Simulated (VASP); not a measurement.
# In (C2/m) in VASP: notebook

In is run at these levels: LDA; tasks: single point.

All numbers are computed with VASP 6.6.1; they aren't measurements. Logs are shortened: lines on timing, memory, paths and dates and some standing lists are left out, and cuts for length are marked.

### Step 1. The cell of the first run

It takes space group C2/m (No. 12, monoclinic). The conventional cell has a = 4.354 Å, b = 4.568 Å, c = 3.271 Å, α = 90.00°, β = 130.83°, γ = 90.00°. Within 4.2 Å of In (site symmetry 2/m) lie 12 In at 3.16 to 3.37 Å.

### Step 2. Single point, LDA

INCAR

```
SYSTEM = In
ALGO = Normal ; EDIFF = 1E-6
ENCUT = 520 ; ISIF = 2
ISMEAR = 1 ; LASPH = .True.
LCHARG = .False. ; LREAL = .False.
LWAVE = .False. ; NBANDS = 12
NELM = 100 ; PREC = Accurate
SIGMA = 0.01
```

KPOINTS

```
k-points
0
Gamma
  12 12 14
  0 0 0
```

POSCAR

```
In
1.0
   -1.6019898026      1.6281983263      2.4755659685
    1.6281983263     -1.6019898026      2.4755659685
    1.5260503434      1.5260503434     -2.4583443292
In
1
Direct
    0.0000000000      0.0000000000      0.0000000000
```

Potentials or basis: VASP PAW LDA potentials, release 64 (In_d).

The run is started by

```
$ cat potpaw_LDA.64/In_d/POTCAR > POTCAR
$ mpirun -np 1 vasp_std > vasp.out
```

OUTCAR:

```text
SYSTEM = In
   EDIFF = 1E-6
   ENCUT = 520
   ISIF = 2
   ISMEAR = 1
   LASPH = .True.
   LREAL = .False.
   NELM = 100
   PREC = Accurate

 ion  position               nearest neighbor table
   1  0.000  0.000  0.000-

  Warning from LATTYP: Got some problem with cell dimensions!
  Tried to take original basis but could not verify dimensions!
  LATTYP: Found a base centered monoclinic cell.
 ALAT       =     4.3535228873
 B/A-ratio  =     1.0493055806
 C/A-ratio  =     0.7514043533
 COS(beta)  =    -0.6537684941

  Lattice vectors:

 A1 = (   0.0759394592,  -3.1542486697,  -0.0172216393)
 A2 = (  -3.1542486697,   0.0759394592,  -0.0172216393)
 A3 = (   1.5260503434,   1.5260503434,  -2.4583443292)

Analysis of symmetry for initial positions (statically):
=====================================================================
 Subroutine PRICEL returns:
 Original cell was already a primitive cell.

 Routine SETGRP: Setting up the symmetry group for a
 base centered monoclinic supercell.

 Subroutine GETGRP returns: Found  4 space group operations
 (whereof  4 operations were pure point group operations)
 out of a pool of  4 trial point group operations.

The static configuration has the point symmetry C_2h.

Analysis of symmetry for dynamics (positions and initial velocities):
=====================================================================
 Subroutine PRICEL returns:
 Original cell was already a primitive cell.

 Routine SETGRP: Setting up the symmetry group for a
 base centered monoclinic supercell.

 Subroutine GETGRP returns: Found  4 space group operations
 (whereof  4 operations were pure point group operations)
 out of a pool of  4 trial point group operations.

The dynamic configuration has the point symmetry C_2h.

 Subroutine INISYM returns: Found  4 space group operations
 (whereof  4 operations are pure point group operations),
 and found     1 'primitive' translations

----------------------------------------------------------------------------------------

                                     Primitive cell

  volume of cell :      24.6144

  direct lattice vectors                    reciprocal lattice vectors
    -1.601989803  1.628198326  2.475565969     0.006516690  0.316096182  0.200266284
     1.628198326 -1.601989803  2.475565969     0.316096182  0.006516690  0.200266284
     1.526050343  1.526050343 -2.458344329     0.324872897  0.324872897 -0.003439391

  length of vectors
     3.368356867  3.368356867  3.271256050     0.374253721  0.374253721  0.459452531

  position of ions in fractional coordinates (direct lattice)
     0.000000000  0.000000000  0.000000000

  ion indices of the primitive-cell ions
   primitive index   ion index
                 1           1

----------------------------------------------------------------------------------------

 KPOINTS: k-points

Automatic generation of k-mesh.
 Grid dimensions read from file:
 generate k-points for:   12   12   14

 Generating k-lattice:

  Cartesian coordinates                     Fractional coordinates (reciprocal lattice)
     0.000543057  0.026341348  0.016688857     0.083333333  0.000000000  0.000000000
     0.026341348  0.000543057  0.016688857     0.000000000  0.083333333  0.000000000
     0.023205207  0.023205207 -0.000245671     0.000000000  0.000000000  0.071428571

  Length of vectors
     0.031187810  0.031187810  0.032818038

  Shift w.r.t. Gamma in fractional coordinates (k-lattice)
     0.000000000  0.000000000  0.000000000

 Subroutine IBZKPT returns following result:
 ===========================================

 Found    554 irreducible k-points:

 Following reciprocal coordinates:
            Coordinates               Weight
  0.000000  0.000000  0.000000      1.000000
  0.083333  0.000000 -0.000000      4.000000
  0.166667  0.000000 -0.000000      4.000000
  0.250000  0.000000 -0.000000      4.000000
  0.333333  0.000000 -0.000000      4.000000
  0.416667  0.000000 -0.000000      4.000000
[... 16 lines left out ...]
  0.500000  0.166667 -0.000000      4.000000
 -0.416667  0.166667  0.000000      4.000000
 [... further k-points ...]
   k-points           NKPTS =    554   k-points in BZ     NKDIM =    554   number of bands    NBANDS=     12
   number of dos      NEDOS =    301   number of ions     NIONS =      1
   total plane-waves  NPLWV =  18816
   dimension x,y,z NGX =    28 NGY =   28 NGZ =   24
   dimension x,y,z NGXF=    56 NGYF=   56 NGZF=   48
   ions per type =               1
   NGX,Y,Z   is equivalent  to a cutoff of  13.82, 13.82, 12.20 a.u.
   NGXF,Y,Z  is equivalent  to a cutoff of  27.64, 27.64, 24.39 a.u.
 SYSTEM =  In
   PREC   = accura    normal or accurate (medium, high low for compatibility)
   ISTART =      0    job   : 0-new  1-cont  2-samecut
   ICHARG =      2    charge: 1-file 2-atom 10-const
   ISPIN  =      1    spin polarized calculation?
   LNONCOLLINEAR =      F non collinear calculations
   LSORBIT =      F    spin-orbit coupling
   LASPH  =      T    aspherical Exc in radial PAW
   ENCUT  =  520.0 eV  38.22 Ry    6.18 a.u.   6.26  6.26  6.08*2*pi/ulx,y,z
   NELM   =    100;   NELMIN=  2; NELMDL= -5     # of ELM steps
   EDIFF  = 0.1E-05   stopping-criterion for ELM
   LREAL  =      F    real-space projection
   EDIFFG = 0.1E-04   stopping-criterion for IOM
   NSW    =      0    number of steps for IOM
   IBRION =     -1    ionic relax: 0-MD 1-quasi-New 2-CG
   NFREE  =      0    steps in history (QN), initial steepest desc. (CG)
   ISIF   =      2    stress and relaxation
   ISYM   =      2    0-nonsym 1-usesym 2-fastsym
   POTIM  = 0.5000    time-step for ionic-motion
   TEBEG  =    0.0;   TEEND  =   0.0 temperature during run
   PSTRESS=    0.0 pullay stress
   NELECT =      13.0000    total number of electrons
   NUPDOWN=      -1.0000    fix difference up-down
   EMIN   =  10.00;   EMAX   =-10.00  energy-range for DOS
   EFERMI =   0.00;   METHOD = LEGACY
   ISMEAR =     1;   SIGMA  =   0.01  broadening in eV -4-tet -1-fermi 0-gaus
   EFERMI_NEDOS =   21; number of points for ismear=-14 and -15
   IALGO  =     38    algorithm
   IMIX   =      4    mixing-type and parameters
     AMIX     =   0.40;   BMIX     =  1.00
     AMIX_MAG =   1.60;   BMIX_MAG =  1.00
  volume/ion in A,a.u.               =      24.61       166.11
  Fermi-wavevector in a.u.,A,eV,Ry     =   1.323304  2.500682 23.825622  1.751134
  Thomas-Fermi vector in A             =   2.452922
   LORBIT       =      0    0 simple, 1 ext, 2 COOP (PROOUT), +10 PAW based schemes
   GGA     = CA    functional components
   LHFCALC =     F    Hartree Fock is set to
   AEXX    =    0.0000 exact exchange contribution
   IVDW    =     0    specifies the selected vdW correction
   LEPSILON=     F    determine dielectric tensor
   LRPA    =     F    only Hartree local field effects (RPA)
 non-spin polarized calculation
 Methfessel and Paxton  Order N= 1 SIGMA  =   0.01
  energy-cutoff  :      520.00
  volume of cell :       24.61
 maximum number of plane-waves:       676
 NGX is ok and might be reduce to    28
   NGX = 13   NGY = 13   NGZ = 13

 number of electron      12.9999997 magnetization

 Free energy of the ion-electron system (eV)
  ---------------------------------------------------
  ext. energy  EPLUGINS =         0.00000000
  ---------------------------------------------------
  free energy    TOTEN  =        -3.21910518 eV

  energy without entropy =       -3.21910603  energy(sigma->0) =       -3.21910547

 E-fermi :   7.9536     XC(G=0): -10.8201

 val. band max:        7.9438028717   @ k =  -0.0833   0.4167   0.2857
 cond. band min:       7.9573661133   @ k =  -0.1667   0.1667   0.4286
 fundamental gap:      0.0135632416
 Fermi energy:         7.9535874018

 k-point     1 :       0.0000    0.0000    0.0000
  band No.  band energies     occupation
      1      -6.8165      2.00000
      2      -6.6662      2.00000
      3      -6.5996      2.00000
      4      -6.5850      2.00000
      5      -6.4072      2.00000
      6      -2.0658      2.00000
      7      18.7575      0.00000
      8      18.9456      0.00000
      9      19.2814      0.00000
     10      19.8711      0.00000
     11      22.3942      0.00000
     12      22.6322      0.00000

 k-point     2 :       0.0833    0.0000   -0.0000
  band No.  band energies     occupation
      1      -6.8021      2.00000
      2      -6.6645      2.00000
      3      -6.5956      2.00000
      4      -6.5773      2.00000
      5      -6.4136      2.00000
      6      -1.9071      2.00000
      7      16.9695      0.00000
      8      18.6553      0.00000
      9      18.8699      0.00000
     10      19.7942      0.00000
     11      22.1015      0.00000
     12      22.9867      0.00000

 k-point     3 :       0.1667    0.0000   -0.0000
  band No.  band energies     occupation
      1      -6.7744      2.00000
      2      -6.6748      2.00000
      3      -6.5814      2.00000
      4      -6.5408      2.00000
      5      -6.4255      2.00000
      6      -1.4253      2.00000
      7      14.0271      0.00000
      8      17.8469      0.00000
      9      18.4047      0.00000
     10      19.8450      0.00000
     11      21.1592      0.00000
     12      23.9097      0.00000
[... 286 lines left out ...]
 k-point    23 :       0.5000    0.1667   -0.0000
  band No.  band energies     occupation
      1      -6.7834      2.00000
      2      -6.6766      2.00000
      3      -6.5806      2.00000
      4      -6.4298      2.00000
      5      -6.2895      2.00000
      6       3.1906      2.00000
      7       5.8342      2.00000
      8      13.4649      0.00000
      9      14.6243      0.00000
     10      18.0033      0.00000
     11      21.5884      0.00000
     12      24.9799      0.00000

 k-point    24 :      -0.4167    0.1667    0.0000
  band No.  band energies     occupation
      1      -6.7849      2.00000
      2      -6.6705      2.00000
      3      -6.5671      2.00000
      4      -6.4568      2.00000
      5      -6.3113      2.00000
      6       1.6325      2.00000
      7       8.0607     -0.00000
      8      14.1925      0.00000
      9      14.8728      0.00000
     10      17.7095      0.00000
     11      21.8708      0.00000
     12      22.8182      0.00000

 [... further k-points ...]

------------------------ aborting loop because EDIFF is reached ----------------------------------------

  FORCE on cell =-STRESS in cart. coord.  units (eV):
  Direction    XX          YY          ZZ          XY          YZ          ZX
  --------------------------------------------------------------------------------------
  -------------------------------------------------------------------------------------
  Total       -0.0242188     -0.0242188      0.0380508     -0.0122656      0.0067765      0.0067765
  in kB       -1.5764303     -1.5764303      2.4767695     -0.7983786      0.4410909      0.4410872
  external PRESSURE =      -0.2253637 kB  Pullay stress =       0.0000000 kB

 VOLUME and BASIS-vectors are now :
 -----------------------------------------------------------------------------
  energy-cutoff  :      520.00
  volume of cell :       24.61
      direct lattice vectors                 reciprocal lattice vectors
    -1.601989803  1.628198326  2.475565969     0.006516690  0.316096182  0.200266284
     1.628198326 -1.601989803  2.475565969     0.316096182  0.006516690  0.200266284
     1.526050343  1.526050343 -2.458344329     0.324872897  0.324872897 -0.003439391

 POSITION                                       TOTAL-FORCE (eV/Angst)
 -----------------------------------------------------------------------------------
      0.00000      0.00000      0.00000        -0.000000     -0.000000     -0.000000
 -----------------------------------------------------------------------------------
    total drift:                                0.000000     -0.000000     -0.000000

  FREE ENERGIE OF THE ION-ELECTRON SYSTEM (eV)
  ---------------------------------------------------
  free  energy   TOTEN  =        -3.2191051820 eV

  energy  without entropy=       -3.2191060343  energy(sigma->0) =       -3.21910547
```

It took 51 s on 1 thread of Intel Xeon 6975P-C (Granite Rapids), shared host; peak memory 0.26 GiB.

Results:

| Property | Result |
| --- | --- |
| Free energy | -3.2191 eV |
| Pressure | 0.0 GPa |

Stress tensor (GPa, compression positive):
```
-0.16 -0.08  0.04
-0.08 -0.16  0.04
 0.04  0.04  0.25
```

Caveat: spin-orbit coupling is left out, which moves the levels of the heavy elements.

### Step 3. Single point, LDA

INCAR

```
ALGO = Normal ; EDIFF = 1E-6
ENCUT = 520 ; GGA = CA
ISIF = 2 ; ISMEAR = 1
LASPH = T ; LCHARG = F
LREAL = F ; LWAVE = F
NBANDS = 12 ; NELM = 60
PREC = Accurate ; SIGMA = 0.03
```

KPOINTS

```
k-points
0
Gamma
  12 12 14
```

POSCAR is that of step 2.

Potentials or basis: VASP PAW LDA potentials, release 64 (In_d).

The run is started by

```
$ cat potpaw_LDA.64/In_d/POTCAR > POTCAR
$ mpirun -np 1 vasp_std > vasp.out
```

OUTCAR:

```text
EDIFF = 1E-6
   ENCUT = 520
   GGA = CA
   ISIF = 2
   ISMEAR = 1
   LASPH = T
   LREAL = F
   NELM = 60
   PREC = Accurate

 ion  position               nearest neighbor table
   1  0.000  0.000  0.000-

  Warning from LATTYP: Got some problem with cell dimensions!
  Tried to take original basis but could not verify dimensions!
  LATTYP: Found a base centered monoclinic cell.
 ALAT       =     4.3535228873
 B/A-ratio  =     1.0493055806
 C/A-ratio  =     0.7514043533
 COS(beta)  =    -0.6537684941

  Lattice vectors:

[... 545 lines left out ...]

------------------------ aborting loop because EDIFF is reached ----------------------------------------

  FORCE on cell =-STRESS in cart. coord.  units (eV):
  Direction    XX          YY          ZZ          XY          YZ          ZX
  --------------------------------------------------------------------------------------
  -------------------------------------------------------------------------------------
  Total       -0.0265780     -0.0265780      0.0419750     -0.0177034      0.0051255      0.0051256
  in kB       -1.7299890     -1.7299890      2.7322021     -1.1523309      0.3336246      0.3336311
  external PRESSURE =      -0.2425920 kB  Pullay stress =       0.0000000 kB

 VOLUME and BASIS-vectors are now :
 -----------------------------------------------------------------------------
  energy-cutoff  :      520.00
  volume of cell :       24.61
      direct lattice vectors                 reciprocal lattice vectors
    -1.601989803  1.628198326  2.475565969     0.006516690  0.316096182  0.200266284
     1.628198326 -1.601989803  2.475565969     0.316096182  0.006516690  0.200266284
     1.526050343  1.526050343 -2.458344329     0.324872897  0.324872897 -0.003439391

 POSITION                                       TOTAL-FORCE (eV/Angst)
 -----------------------------------------------------------------------------------
      0.00000      0.00000      0.00000         0.000000      0.000000      0.000000
 -----------------------------------------------------------------------------------
    total drift:                                0.000000     -0.000000     -0.000000

  FREE ENERGIE OF THE ION-ELECTRON SYSTEM (eV)
  ---------------------------------------------------
  free  energy   TOTEN  =        -3.2191040743 eV

  energy  without entropy=       -3.2191065649  energy(sigma->0) =       -3.21910490
```

OSZICAR:

```text
N       E                     dE             d eps       ncg     rms          rms(c)
DAV:   1     0.785460676679E+02    0.78546E+02   -0.62798E+03 13568   0.140E+03
DAV:   2     0.586289514577E+00   -0.77960E+02   -0.75788E+02 13996   0.295E+02
DAV:   3    -0.317075216521E+01   -0.37570E+01   -0.37452E+01 15776   0.652E+01
DAV:   4    -0.325488973003E+01   -0.84138E-01   -0.84113E-01 16568   0.962E+00
DAV:   5    -0.325889036421E+01   -0.40006E-02   -0.40005E-02 18540   0.188E+00    0.274E+00
DAV:   6    -0.322728676370E+01    0.31604E-01   -0.45135E-02 16776   0.445E+00    0.133E+00
DAV:   7    -0.321988567933E+01    0.74011E-02   -0.12710E-02 20068   0.211E+00    0.274E-01
DAV:   8    -0.321910821983E+01    0.77746E-03   -0.83020E-04 16204   0.544E-01    0.200E-02
DAV:   9    -0.321910390181E+01    0.43180E-05   -0.14790E-05 19272   0.525E-02    0.169E-02
DAV:  10    -0.321910407432E+01   -0.17251E-06   -0.57809E-07 10088   0.966E-03
   1 F= -.32191041E+01 E0= -.32191049E+01  d E =0.249061E-05
```

stdout:

```text
POSCAR found type information on POSCAR In
 POSCAR found :  1 types and       1 ions
 scaLAPACK will be used
 LDA part: xc-table for (Slater(with rela. corr.)+CA(PZ))
 , standard interpolation
 POSCAR, INCAR and KPOINTS ok, starting setup
 FFT: planning ... GRIDC
 FFT: planning ... GRID_SOFT
 FFT: planning ... GRID
 WAVECAR not read
 entering main loop
```

It took 50 s on 1 thread of Intel Xeon 6975P-C (Granite Rapids), shared host; peak memory 0.26 GiB.

Results:

- Free energy: -3.2191 eV
- Pressure: 0.0 GPa

Caveat: spin-orbit coupling is left out, which moves the levels of the heavy elements.

### Step 4. Single point, LDA

INCAR

```
SYSTEM = In
PREC     = Accurate       ! precision mode
ENCUT    = 520            ! plane-wave cutoff, eV
EDIFF    = 1E-6           ! SCF threshold, eV
ISMEAR   = 1              ! smearing method
SIGMA    = 0.1            ! smearing width, eV
LREAL    = .FALSE.        ! projectors in reciprocal space
LASPH    = .TRUE.         ! aspherical terms in the spheres
NELM     = 60             ! most SCF steps
ALGO     = Normal         ! electronic algorithm
ISIF     = 2              ! what is computed and relaxed
LWAVE    = .FALSE.        ! write WAVECAR
LCHARG   = .FALSE.        ! write CHGCAR
GGA      = CA             ! functional
NBANDS   = 12             ! bands
```

KPOINTS

```
Automatic mesh
0
G
  12 12 14
  0 0 0
```

POSCAR is that of step 3.

The run is started by

```
$ cat potpaw_LDA.64/In_d/POTCAR > POTCAR
$ mpirun -np 1 vasp_std > vasp.out
```

Run time: 49 s. Hardware: 1 thread of Intel Xeon 6975P-C (Granite Rapids), shared host; peak memory 0.26 GiB.

Results (log left out):

| Quantity | Value |
| --- | --- |
| Free energy | -3.2191 eV |
| Pressure | 0.0 GPa |

Stress tensor (GPa, compression positive):
```
-0.10 -0.17  0.02
-0.17 -0.10  0.02
 0.02  0.02  0.19
```

Levels at points of the mesh, in eV from the Fermi level:
```
           k point  band 4  band 5  band 6  band 7  band 8  band 9
(0.00, 0.00, 0.00)  -14.53  -14.35  -10.01   10.82   11.00   11.34
(0.50, 0.00, 0.00)  -14.28  -14.22   -4.46   -3.65    7.49    9.66
(0.50, 0.50, 0.00)  -14.28  -14.12   -2.31   -1.82    3.64    4.50
(0.00, 0.00, 0.50)  -14.25  -14.13   -1.72   -0.93    3.08    3.59
(0.50, 0.00, 0.50)  -14.28  -14.21   -4.29   -3.59    7.18    9.64
(0.50, 0.50, 0.50)  -14.24  -14.20   -3.30   -3.08    5.05    5.29
```

Caveat: spin-orbit coupling is left out, which moves the levels of the heavy elements.

(Part 1 of 2 ends here.)
